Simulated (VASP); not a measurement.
Write the native input for VASP 6.6.1 that does the following.

- Task: single point
- Functional: PBEsol
- Potentials or basis: VASP PAW PBE potentials, release 64 (Cs_sv, Pb_d, Cl)
- Cutoff: 520 eV
- k mesh: 6 × 6 × 6
- Occupations: gaussian, width 0.05 eV
- Spin: no spin polarisation
- Dipole correction: no
- Further INCAR settings: ALGO = Normal; EDIFF = 1e-07; NBANDS = 30

The structure of CsPbCl3 lies in POSCAR:

```
CsPbCl3
1.0
    5.4648750000      0.0000000000      0.0000000000
    0.0000000000      5.4648750000      0.0000000000
    0.0000000000      0.0000000000      5.8852500000
Cs Pb Cl
1 1 3
Direct
    0.0000000000      0.0000000000      0.0000000000
    0.5000000000      0.5000000000      0.5000000000
    0.0000000000      0.5000000000      0.5000000000
    0.5000000000      0.0000000000      0.5000000000
    0.5000000000      0.5000000000      0.0000000000
```

This cell differs from its parent crystal: strain -0.025 along x and y, +0.050 along z.

The input as run:

INCAR

```
PREC = Accurate
ENCUT = 520
EDIFF = 1E-7
ISMEAR = 0
SIGMA = 0.05
LREAL = False
LASPH = True
NELM = 80
ALGO = Normal
ISIF = 2
LWAVE = False
LCHARG = False
GGA = PS
NBANDS = 30
```

KPOINTS

```
regular mesh
0
Gamma
  6 6 6
```

Potentials or basis: VASP PAW PBE potentials, release 64 (Cs_sv, Pb_d, Cl).

The run is started by

```console
$ cat potpaw_PBE.64/Cs_sv/POTCAR potpaw_PBE.64/Pb_d/POTCAR potpaw_PBE.64/Cl/POTCAR > POTCAR
$ mpirun -np 1 vasp_std > vasp.out
```

It gave:

```
Pressure               : 0.5 GPa
Band gap on the k mesh : 1.38 eV
```

Caveat: the cell differs from its parent crystal (strain -0.025 along x and y, +0.050 along z); the PAW data sets were made with another functional, which shifts forces and pressure a little; spin-orbit coupling is left out, which moves the levels of the heavy elements.

Run time: 2.6 min on 1 thread of Intel(R) Xeon(R) 6975P-C (Granite Rapids), with other jobs on the host, peak memory 0.38 GiB.
